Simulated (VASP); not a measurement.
# Hf2Ti2Ge3: single point with PBE

Crystal: Hf2Ti2Ge3.

```
CELL_PARAMETERS angstrom
5.34386 0.00000 0.00000
0.00000 5.34386 0.00000
0.00000 0.00000 5.47556
ATOMIC_POSITIONS crystal
Hf 0.50000 0.50000 0.50000
Hf 0.50000 0.50000 0.00000
Ti 0.00000 0.50000 0.50000
Ti 0.50000 0.00000 0.50000
Ge 0.00000 0.50000 0.00000
Ge 0.50000 0.00000 0.00000
Ge 0.00000 0.00000 0.50000
```

The cell was generated, and may not be a known phase.

```
Program             : VASP 6.6.1
Task                : single point
Functional          : PBE
Potentials or basis : VASP PAW PBE potentials, release 64 (Hf_pv, Ti_sv, Ge_d)
Cutoff              : 620 eV
k mesh              : 4 × 4 × 3
Occupations         : gaussian, width 0.2 eV
Spin                : no spin polarisation
```

```yaml
Pressure: 0.0 GPa
Band_gap_on_the_k_mesh: zero (bands 43 and 44 overlap by 0.76 eV)
```

Stress tensor (GPa, compression positive):
```
 0.04  0.00  0.00
 0.00  0.04  0.00
 0.00  0.00 -0.16
```

Levels at points of the mesh, in eV from the Fermi level:
```csv
k point,band 39,band 40,band 41,band 42,band 43,band 44,band 45,band 46,band 47,band 48
"(0.00, 0.00, 0.00)",-1.96,-1.41,-1.38,-0.07,0.17,0.17,0.70,0.72,1.25,1.30
"(0.50, 0.00, 0.00)",-1.50,-1.19,-1.15,-0.28,-0.14,-0.03,0.45,0.58,0.60,0.64
"(0.50, 0.50, 0.00)",-1.94,-1.61,-1.57,-0.48,0.16,0.33,0.33,0.89,1.09,1.47
```

It took 2.1 min on 4 MPI ranks on Intel(R) Xeon(R) Platinum 8375C CPU @ 2.90GHz (Ice Lake) (shared host), peak memory 0.48 GiB a rank.

Caveat: the k points lie up to 0.38 Å⁻¹ apart, too coarse for converged energies and pressures of a metal; spin-orbit coupling is left out, which moves the levels of the heavy elements.
